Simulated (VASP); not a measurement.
A run of VASP 6.6.1 is set up as follows.

Contents of INCAR:

```
PREC = Accurate
ENCUT = 520
EDIFF = 1E-7
ISMEAR = 0
SIGMA = 0.1
LREAL = F
LASPH = T
NELM = 120
ALGO = Normal
ISIF = 2
LWAVE = F
LCHARG = F
LDIPOL = T
IDIPOL = 3
DIPOL = 0.5 0.5 0.480
GGA = PS
IBRION = 2
NSW = 90
EDIFFG = -0.03
GGA_COMPAT = F
NELMIN = 4
NELMDL = -8
KPAR = 4
```

Contents of KPOINTS:

```
Automatic mesh
0
Gamma
  9 9 1
```

Contents of POSCAR:

```
Si6Ni3H
1.0
    3.8123023701      0.0000000000      0.0000000000
   -1.9061511851      3.3015506994      0.0000000000
    0.0000000000      0.0000000000     26.7818296266
Si Ni H
6 3 1
Selective dynamics
Direct
    0.0000000000      0.0000000000      0.3173793620  F F F
    0.3333333333      0.6666666667      0.3754921178  F F F
    0.6666666667      0.3333333333      0.4336048736  F F F
    0.0000000000      0.0000000000      0.4921738484  T T T
    0.3333333333      0.6666666667      0.5508695945  T T T
    0.6666666667      0.3333333333      0.6033679118  T T T
    0.6666666667      0.3333333333      0.3464357399  F F F
    0.3333333333      0.6666666667      0.4630421920  T T T
    0.0000000000      0.0000000000      0.5777833194  T T T
    0.8333333333      0.6666666667      0.6369727854  T T T
```

Potentials or basis: VASP PAW PBE potentials, release 64 (Si, Ni, H).

The run is started by

```console
$ cat potpaw_PBE.64/Si/POTCAR potpaw_PBE.64/Ni/POTCAR potpaw_PBE.64/H/POTCAR > POTCAR
$ mpirun -np 4 vasp_std > vasp.out
```

Q: Estimate the band gap on the k mesh.

A: Zero (an odd number of electrons rules out a gap without spin polarisation).

Q: Estimate the energy gained by relaxing.

A: 51.0 meV/atom.

The path:
| step | energy change (eV) | largest force on free atoms (eV/Å) | pressure (GPa) |
| --- | --- | --- | --- |
| 1 | 0.0000 | 2.2712 | -0.37 |
| 3 | -0.1343 | 0.3628 | -0.67 |
| 5 | -0.1496 | 0.1774 | -0.74 |
| 7 | -0.1523 | 0.0551 | -0.78 |
| 9 | -0.1529 | 0.0578 | -0.83 |
| 11 | -0.1533 | 0.0383 | -0.86 |
| 13 | -0.1535 | 0.0479 | -0.88 |
| 15 | -0.1542 | 0.0753 | -0.96 |
| 17 | -0.1546 | 0.0604 | -0.96 |
| 19 | -0.1565 | 0.0925 | -1.06 |
| 21 | -0.1568 | 0.1507 | -1.11 |
| 23 | -0.1580 | 0.1823 | -1.15 |
| 25 | -0.1649 | 0.3270 | -1.29 |
| 27 | -0.1993 | 0.7779 | -1.92 |
| 29 | -0.1996 | 0.7985 | -1.97 |
| 31 | -0.2006 | 0.8082 | -2.00 |
| 33 | -0.2022 | 0.8457 | -2.14 |
| 35 | -0.2096 | 0.8297 | -2.18 |
| 37 | -0.2389 | 0.7864 | -2.33 |
| 39 | -0.2334 | 1.1607 | -3.01 |
| 41 | -0.2838 | 0.7038 | -2.62 |
| 43 | -0.3128 | 0.6052 | -2.49 |
| 45 | -0.3606 | 0.4517 | -2.38 |
| 47 | -0.4115 | 0.4573 | -2.08 |
| 49 | -0.3984 | 1.1165 | -1.39 |
| 51 | -0.4897 | 0.5366 | -1.56 |
| 53 | -0.5022 | 0.2348 | -1.45 |
| 55 | -0.5078 | 0.0793 | -1.38 |
| 57 | -0.5091 | 0.0718 | -1.32 |
| 59 | -0.5093 | 0.0872 | -1.29 |
| 61 | -0.5097 | 0.0271 | -1.29 |

Caveat: the PAW data sets were made with another functional, which shifts forces and pressure a little; an odd number of electrons without spin polarisation forces a metal; a magnetic or distorted state may lie lower. Spin polarisation is off, so any magnetic state and its effect on volume and gap are missing.
